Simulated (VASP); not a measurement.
# Mg16HO15 (a cell with a defect) in VASP: settings compared, part 2 of 2

VASP 6.6.1. The steps go on from the part before.

## (3) Single point, HSE06

File POSCAR:

```
Mg16HO15
1.0
   -4.2543812303      4.2543812303      4.2543812303
    4.2543812303     -4.2543812303      4.2543812303
    4.2543812303      4.2543812303     -4.2543812303
Mg O H
16 15 1
Direct
    0.0022926352     -0.0035833829      0.0030153614
    0.0026984959      0.2469305959      0.7520205146
   -0.0034602417      0.4935437480      0.5001510073
   -0.0038782037      0.7436262756      0.2487334277
    0.2475490943     -0.0049314873      0.7515671679
    0.2562054362      0.2411977687      0.5001398888
    0.2483596590      0.4952828366      0.2490722417
    0.2480083795      0.7436377138     -0.0031464145
    0.4993689219     -0.0214976548      0.5000750875
    0.4994064544      0.2412517357      0.2569581168
    0.4994296909      0.4935710212     -0.0027123514
    0.4994429056      0.7463937789      0.7511861826
    0.7508272342     -0.0049373859      0.2482717586
    0.7512831082      0.2469379876      0.0034278596
    0.7426038092      0.4843984140      0.7433398822
    0.7504580221      0.7463894400      0.5001556525
   -0.0018005596     -0.0042663845      0.5001442759
    0.0006925265      0.2469196611      0.2534193316
    0.0006421865      0.4969429359      0.0013676680
   -0.0018533504      0.7456463723      0.7521376098
    0.2427225149     -0.0201460546      0.2434473878
    0.2526830579      0.2469099702      0.0014091493
    0.2474502660      0.4936631356      0.7468260869
    0.2230607531      0.7457954923      0.5001557653
    0.4994163297     -0.0042720585     -0.0010761590
    0.4994071231      0.2365384753      0.7568174399
    0.4994296918      0.7458124840      0.2238128662
    0.7757775054      0.0221282761      0.7765055931
    0.7560892648      0.2365570266      0.5001328286
    0.7461176528      0.4936521362      0.2481809697
    0.7514159320      0.7456679997     -0.0011242958
    0.4993944265      0.6983614976      0.5001224003
```

File INCAR.step1:

```
SYSTEM = Mg16HO15
ALGO = Normal
EDIFF = 1E-5
ENCUT = 520
GGA = PE
GGA_COMPAT = .False.
ISIF = 2
ISMEAR = -1
ISYM = -1
LASPH = .True.
LREAL = Auto
LWAVE = .True.
NBANDS = 84
NELECT = 124.0
NELM = 120
PREC = Accurate
SIGMA = 0.01
```

File INCAR.step2:

```
SYSTEM = Mg16HO15
ALGO = Normal
EDIFF = 1E-6
ENCUT = 520
GGA = PE
GGA_COMPAT = .False.
HFSCREEN = 0.2079
ISIF = 2
ISMEAR = -1
ISTART = 1
ISYM = -1
LASPH = .True.
LCHARG = .True.
LELF = .True.
LHFCALC = .True.
LREAL = Auto
LVHAR = .True.
LWAVE = .False.
NBANDS = 84
NELECT = 124.0
NELM = 120
PREC = Accurate
PRECFOCK = Fast
SIGMA = 0.01
```

File KPOINTS:

```
explicit points
1
Reciprocal
  0.25000000   0.25000000   0.25000000 1
```

Potentials or basis: VASP PAW PBE potentials, release 64 (Mg, O, H).

Command:

```
> cat potpaw_PBE.64/Mg/POTCAR potpaw_PBE.64/O/POTCAR potpaw_PBE.64/H/POTCAR > POTCAR
> cp INCAR.step1 INCAR
> mpirun -np 1 vasp_std > vasp.out
> cp INCAR.step2 INCAR
> mpirun -np 1 vasp_std > vasp.out
```

OUTCAR:

```text
SYSTEM = Mg16HO15
   EDIFF = 1E-6
   ENCUT = 520
   GGA = PE
   HFSCREEN = 0.2079
   ISIF = 2
   ISMEAR = -1
   ISTART = 1
   ISYM = -1
   LASPH = .True.
   LHFCALC = .True.
   LREAL = Auto
   NELECT = 124.0
   NELM = 120
   PREC = Accurate
   PRECFOCK = Fast

 ion  position               nearest neighbor table
   1  0.002  0.996  0.003-  28 2.04  31 2.12  20 2.12  21 2.12  22 2.14  18 2.14   5 2.99  13 2.99
                            10 2.99   6 2.99   8 3.00   4 3.00   7 3.00   2 3.02  14 3.02  12 3.03
   2  0.003  0.247  0.752-  28 2.03  29 2.08  23 2.11  17 2.12  22 2.12  19 2.13   8 2.99   5 2.99
                            11 2.99   7 2.99  15 2.99   3 3.00  16 3.01   1 3.02  14 3.03   9 3.03
   3  0.997  0.494  0.500-  24 2.04  23 2.12  18 2.12  29 2.12  20 2.14  30 2.14   8 2.99  14 2.99
                            15 2.99  10 2.99  13 3.00   2 3.00  16 3.00   4 3.02   5 3.02   7 3.03
   4  0.996  0.744  0.249-  24 2.03  21 2.08  31 2.11  19 2.12  30 2.12  17 2.13  11 2.99  14 2.99
                            13 2.99  16 2.99   6 2.99   1 3.00   7 3.01   3 3.02   5 3.03   9 3.03
   5  0.248  0.995  0.752-  24 2.03  26 2.08  22 2.11  25 2.12  20 2.12  17 2.13   1 2.99   2 2.99
                             8 2.99  16 2.99   6 2.99  11 3.00  12 3.01   3 3.02   4 3.03   9 3.03
   6  0.256  0.241  0.500-  17 2.14  26 2.15  21 2.15  23 2.16  18 2.16  10 2.93  15 2.93   1 2.99
                            11 2.99   5 2.99   4 2.99   7 3.04  12 3.04  13 3.04   2 3.04   9 3.04
   7  0.248  0.495  0.249-  32 1.76  19 2.11  22 2.13  18 2.13  27 2.25  24 2.25   9 2.91   2 2.99
                            14 2.99   1 3.00   8 3.01   4 3.01  16 3.02  12 3.02  11 3.03   3 3.03
   8  0.248  0.744  0.997-  27 2.03  21 2.08  20 2.11  19 2.12  23 2.12  25 2.13   3 2.99   2 2.99
                             5 2.99  12 2.99  10 2.99   1 3.00   7 3.01  11 3.02  13 3.03   9 3.03
   9  0.499  0.979  0.500-  32 2.06  27 2.18  24 2.18  28 2.18  21 2.19  29 2.19  26 2.19  16 2.91
[... 15 lines left out ...]
  17  0.998  0.996  0.500-  16 2.11  13 2.12   2 2.12   5 2.13   4 2.13   6 2.14
  18  0.001  0.247  0.253-  13 2.11   3 2.12  14 2.12   7 2.13   1 2.14   6 2.16
  19  0.001  0.497  0.001-   7 2.11   4 2.12   8 2.12   2 2.13  14 2.13  15 2.14
  20  0.998  0.746  0.752-   8 2.11   1 2.12   5 2.12  16 2.13   3 2.14  15 2.16
  21  0.243  0.980  0.243-   8 2.08   4 2.08   1 2.12   6 2.15  10 2.15   9 2.19
  22  0.253  0.247  0.001-   5 2.11  11 2.12   2 2.12   7 2.13   1 2.14  10 2.16
  23  0.247  0.494  0.747-   2 2.11   3 2.12   8 2.12  12 2.13  11 2.14   6 2.16
  24  0.223  0.746  0.500-   4 2.03   5 2.03   3 2.04   9 2.18  12 2.25   7 2.25
  25  0.499  0.996  0.999-  12 2.11   5 2.12  14 2.12  13 2.13   8 2.13  10 2.14
  26  0.499  0.237  0.757-   5 2.08  14 2.08  11 2.12  15 2.15   6 2.15   9 2.19
  27  0.499  0.746  0.224-  13 2.03   8 2.03  11 2.04   9 2.18  16 2.25   7 2.25
  28  0.776  0.022  0.777-   2 2.03  14 2.03   1 2.04   9 2.18  12 2.25  16 2.25
  29  0.756  0.237  0.500-  13 2.08   2 2.08   3 2.12  15 2.15  10 2.15   9 2.19
  30  0.746  0.494  0.248-  14 2.11  11 2.12   4 2.12  16 2.13   3 2.14  10 2.16
  31  0.751  0.746  0.999-   4 2.11   1 2.12  13 2.12  12 2.13  11 2.14  15 2.16
  32  0.499  0.698  0.500-  12 1.76  16 1.76   7 1.76   9 2.06

IMPORTANT INFORMATION: All symmetrisations will be switched off!
NOSYMM: (Re-)initialisation of all symmetry stuff for point group C_1.

----------------------------------------------------------------------------------------

                                     Primitive cell

  volume of cell :     308.0131

  direct lattice vectors                    reciprocal lattice vectors
    -4.254381230  4.254381230  4.254381230     0.000000000  0.117525904  0.117525904
     4.254381230 -4.254381230  4.254381230     0.117525904  0.000000000  0.117525904
     4.254381230  4.254381230 -4.254381230     0.117525904  0.117525904  0.000000000

  length of vectors
     7.368804446  7.368804446  7.368804446     0.166206727  0.166206727  0.166206727

  position of ions in fractional coordinates (direct lattice)
     0.002292635  0.996416617  0.003015361
     0.002698496  0.246930596  0.752020515
[... 95 lines left out ...]
   EDIFF  = 0.1E-05   stopping-criterion for ELM
   LREAL  =      T    real-space projection
   EDIFFG = 0.1E-04   stopping-criterion for IOM
   NSW    =      0    number of steps for IOM
   IBRION =     -1    ionic relax: 0-MD 1-quasi-New 2-CG
   NFREE  =      0    steps in history (QN), initial steepest desc. (CG)
   ISIF   =      2    stress and relaxation
   ISYM   =     -1    0-nonsym 1-usesym 2-fastsym
   POTIM  = 0.5000    time-step for ionic-motion
   TEBEG  =    0.0;   TEEND  =   0.0 temperature during run
   PSTRESS=    0.0 pullay stress
   NELECT =     124.0000    total number of electrons
   NUPDOWN=      -1.0000    fix difference up-down
   EMIN   =  10.00;   EMAX   =-10.00  energy-range for DOS
   EFERMI =   0.00;   METHOD = LEGACY
   ISMEAR =    -1;   SIGMA  =   0.01  broadening in eV -4-tet -1-fermi 0-gaus
   EFERMI_NEDOS =   21; number of points for ismear=-14 and -15
   IALGO  =     38    algorithm
   IMIX   =      1    mixing-type and parameters
     AMIX     =   0.40;   BMIX     =  1.00
     AMIX_MAG =   1.60;   BMIX_MAG =  1.00
  volume/ion in A,a.u.               =       9.63        64.96
  Fermi-wavevector in a.u.,A,eV,Ry     =   1.208813  2.284325 19.881214  1.461228
  Thomas-Fermi vector in A             =   2.344409
   LORBIT       =      0    0 simple, 1 ext, 2 COOP (PROOUT), +10 PAW based schemes
   GGA     = PE    functional components
   LHFCALC =     T    Hartree Fock is set to
   PRECFOCK=fast      Normal, Fast or Accurate (Low or Medium for compatibility)
   ENCUT4O =  -1.0   cutoff for four orbital integrals eV
   NKREDX  =     1    reduce k-point grid by
   NKREDY  =     1    reduce k-point grid by
   NKREDZ  =     1    reduce k-point grid by
   AEXX    =    0.2500 exact exchange contribution
   HFSCREEN=    0.2079 screening length (either q_TF or 0.3 A-1)
   HFSCREENC=   0.2079 screening length for correlation (either q_TF or 0.3 A-1)
   ENCUTFOCK=  -1.0 apply spherical cutoff to Coloumb kernel
   IVDW    =     0    specifies the selected vdW correction
   LEPSILON=     F    determine dielectric tensor
   LRPA    =     F    only Hartree local field effects (RPA)
 non-spin polarized calculation
  energy-cutoff  :      520.00
  volume of cell :      308.01
 maximum number of plane-waves:      8280
 NGX is ok and might be reduce to    54
  NGX = 28; NGY = 28; NGZ = 28

 number of electron     123.9999994 magnetization

 Free energy of the ion-electron system (eV)
  ---------------------------------------------------
  ext. energy  EPLUGINS =         0.00000000
  ---------------------------------------------------
  free energy    TOTEN  =      -209.24707486 eV

  energy without entropy =     -209.24707486  energy(sigma->0) =     -209.24707486

 E-fermi :   6.3830     XC(G=0):  -8.9703

 val. band max:        6.0411889706   @ k =   0.2500   0.2500   0.2500
 cond. band min:       9.3557288231   @ k =   0.2500   0.2500   0.2500
 fundamental gap:      3.3145398525
 Fermi energy:         6.3830265470

 k-point     1 :       0.2500    0.2500    0.2500
  band No.  band energies     occupation
      1     -16.6114      2.00000
      2     -16.6112      2.00000
      3     -16.5447      2.00000
      4     -16.2987      2.00000
      5     -15.8161      2.00000
      6     -15.8158      2.00000
[... 66 lines left out ...]
     73      12.8540      0.00000
     74      12.8545      0.00000
 [bands above 74 left out]

------------------------ aborting loop because EDIFF is reached ----------------------------------------

  FORCE on cell =-STRESS in cart. coord.  units (eV):
  Direction    XX          YY          ZZ          XY          YZ          ZX
  --------------------------------------------------------------------------------------
  -------------------------------------------------------------------------------------
  Total        4.8024524      4.8068106      4.8091707     -1.0101750     -1.0125824      0.9773418
  in kB       24.9806908     25.0033607     25.0156372     -5.2545801     -5.2671024      5.0837931
  external PRESSURE =      24.9998962 kB  Pullay stress =       0.0000000 kB

 VOLUME and BASIS-vectors are now :
 -----------------------------------------------------------------------------
  energy-cutoff  :      520.00
  volume of cell :      308.01
      direct lattice vectors                 reciprocal lattice vectors
    -4.254381230  4.254381230  4.254381230     0.000000000  0.117525904  0.117525904
     4.254381230 -4.254381230  4.254381230     0.117525904  0.000000000  0.117525904
     4.254381230  4.254381230 -4.254381230     0.117525904  0.117525904  0.000000000

 POSITION                                       TOTAL-FORCE (eV/Angst)
 -----------------------------------------------------------------------------------
      4.24221     -4.21655      4.23606        -0.002060     -0.026710     -0.002541
      4.23844      2.16033     -2.13736         0.003194     -0.011264     -0.028395
     -0.01210      4.26777      4.21155        -0.002022      0.001891      0.027817
     -0.01601      2.13242      6.34334         0.005136      0.028241      0.011431
      6.37769      0.01722      2.08912        -0.029875     -0.004045      0.009893
      2.06394      2.19163     -0.01164        -0.009601      0.010009     -0.104337
[... 24 lines left out ...]
      4.22514      4.27405      2.11957         0.009629      0.006189     -0.004144
      2.97419      1.28123      2.96800         0.025347     -0.025350      0.024979
 -----------------------------------------------------------------------------------
    total drift:                                0.007833     -0.010012      0.017607

  FREE ENERGIE OF THE ION-ELECTRON SYSTEM (eV)
  ---------------------------------------------------
  free  energy   TOTEN  =      -209.2470748564 eV

  energy  without entropy=     -209.2470748564  energy(sigma->0) =     -209.24707486
```

It took 15 min on 1 thread of Intel Xeon 8259CL, shared host; peak memory 0.56 GiB.

Results:

```
Free energy   : -209.2471 eV
Largest force : 0.108 eV/Å
```

Forces in eV/Å, atoms in the order of the input:
```
Mg  -0.002 -0.027 -0.003
Mg   0.003 -0.011 -0.028
Mg  -0.002  0.002  0.028
Mg   0.005  0.028  0.011
Mg  -0.030 -0.004  0.010
Mg  -0.010  0.010 -0.104
Mg   0.010 -0.073  0.007
Mg   0.010  0.028  0.006
Mg  -0.007  0.010 -0.010
Mg  -0.107  0.012 -0.010
Mg   0.026  0.001 -0.001
Mg   0.074 -0.009  0.007
Mg   0.010 -0.005 -0.028
Mg  -0.030 -0.009  0.003
Mg  -0.010  0.104 -0.009
Mg   0.008 -0.007  0.074
O   -0.001  0.001 -0.007
O   -0.003 -0.012 -0.004
O   -0.001  0.005 -0.002
O   -0.003  0.005  0.011
O   -0.020 -0.017 -0.021
O   -0.004 -0.012 -0.001
O    0.015  0.006 -0.008
O    0.035 -0.036 -0.021
O   -0.005  0.001 -0.001
O    0.019  0.020 -0.020
O   -0.023 -0.037  0.035
O    0.036  0.019  0.036
O   -0.022  0.024  0.018
O   -0.007  0.002  0.014
O    0.010  0.006 -0.004
H    0.025 -0.025  0.025
```

Levels at points of the mesh, in eV from the Fermi level:
```csv
k point,band 58,band 59,band 60,band 61,band 62,band 63,band 64,band 65,band 66,band 67
"(0.25, 0.25, 0.25)",-5.20,-5.15,-5.15,-3.87,-0.34,2.97,2.97,3.98,4.81,4.81
```

Caveat: the cell carries a net charge on a neutralising background, which shifts energy and pressure; the cell is charged against a uniform background, so pressure and absolute levels hang on convention; the PAW data sets were made with another functional, which shifts forces and pressure a little.

## (4) Single point, r2SCAN

POSCAR is that of step 3.

File INCAR.step1:

```
SYSTEM = Mg16HO15
PREC     = Accurate       ! precision mode
ENCUT    = 580            ! plane-wave cutoff, eV
ISMEAR   = -1             ! smearing method
SIGMA    = 0.01           ! smearing width, eV
LREAL    = Auto         
LASPH    = .TRUE.         ! aspherical terms in the spheres
NELM     = 120            ! most SCF steps
NBANDS   = 84             ! bands
NELECT   = 124.0        
GGA      = PE             ! functional
ALGO     = Normal         ! electronic algorithm
EDIFF    = 1E-5           ! SCF threshold, eV
LWAVE    = .TRUE.         ! write WAVECAR
LCHARG   = .FALSE.        ! write CHGCAR
GGA_COMPAT= .FALSE.      
ISYM     = -1
```

File INCAR.step2:

```
SYSTEM = Mg16HO15
PREC     = Accurate       ! precision mode
ENCUT    = 580            ! plane-wave cutoff, eV
EDIFF    = 1E-6           ! SCF threshold, eV
ISMEAR   = -1             ! smearing method
SIGMA    = 0.01           ! smearing width, eV
LREAL    = Auto         
LASPH    = .TRUE.         ! aspherical terms in the spheres
NELM     = 120            ! most SCF steps
ALGO     = Normal         ! electronic algorithm
ISIF     = 2              ! what is computed and relaxed
LWAVE    = .FALSE.        ! write WAVECAR
LCHARG   = .FALSE.        ! write CHGCAR
METAGGA  = R2SCAN         ! meta-GGA
LMIXTAU  = .TRUE.       
NBANDS   = 84             ! bands
NELECT   = 124.0        
ISTART   = 1            
GGA_COMPAT= .FALSE.      
ISYM     = -1
```

KPOINTS is that of step 3.

Command:

```
> cat potpaw_PBE.64/Mg/POTCAR potpaw_PBE.64/O/POTCAR potpaw_PBE.64/H/POTCAR > POTCAR
> cp INCAR.step1 INCAR
> mpirun -np 1 vasp_std > vasp.out
> cp INCAR.step2 INCAR
> mpirun -np 1 vasp_std > vasp.out
```

Run time: 17 min. Hardware: 1 thread of Intel Xeon 8259CL, shared host; peak memory 0.55 GiB.

It converged, with:

```yaml
Free_energy: -239.6242 eV
Largest_force: 0.120 eV/Å
```

Forces on the atoms (eV/Å):
```
Mg   0.001 -0.026  0.001
Mg   0.005 -0.010 -0.027
Mg   0.002 -0.003  0.027
Mg   0.006  0.028  0.010
Mg  -0.031 -0.005  0.007
Mg  -0.002  0.005 -0.120
Mg   0.034 -0.024  0.032
Mg   0.008  0.029  0.007
Mg  -0.026  0.030 -0.027
Mg  -0.116  0.007 -0.007
Mg   0.025 -0.003  0.001
Mg   0.025 -0.033  0.032
Mg   0.008 -0.007 -0.027
Mg  -0.031 -0.007  0.003
Mg  -0.004  0.116 -0.006
Mg   0.030 -0.031  0.024
O   -0.003  0.003  0.000
O   -0.007 -0.019 -0.018
O   -0.004  0.000 -0.003
O   -0.006  0.019  0.018
O   -0.016 -0.013 -0.016
O   -0.019 -0.019 -0.005
O    0.021  0.009 -0.023
O    0.052 -0.054 -0.032
O    0.001  0.004 -0.002
O    0.014  0.017 -0.014
O   -0.032 -0.054  0.052
O    0.053  0.030  0.053
O   -0.016  0.017  0.013
O   -0.021  0.005  0.022
O    0.017  0.021 -0.008
H    0.031 -0.031  0.031
```

Levels at points of the mesh, in eV from the Fermi level:
```tsv
k point	band 59	band 60	band 61	band 62	band 63	band 64	band 65	band 66
(0.25, 0.25, 0.25)	-4.76	-4.76	-3.59	-0.30	2.38	2.38	3.37	4.18
```

Caveat: the cell carries a net charge on a neutralising background, which shifts energy and pressure; the cell is charged against a uniform background, so pressure and absolute levels hang on convention; the PAW data sets were made with another functional, which shifts forces and pressure a little.
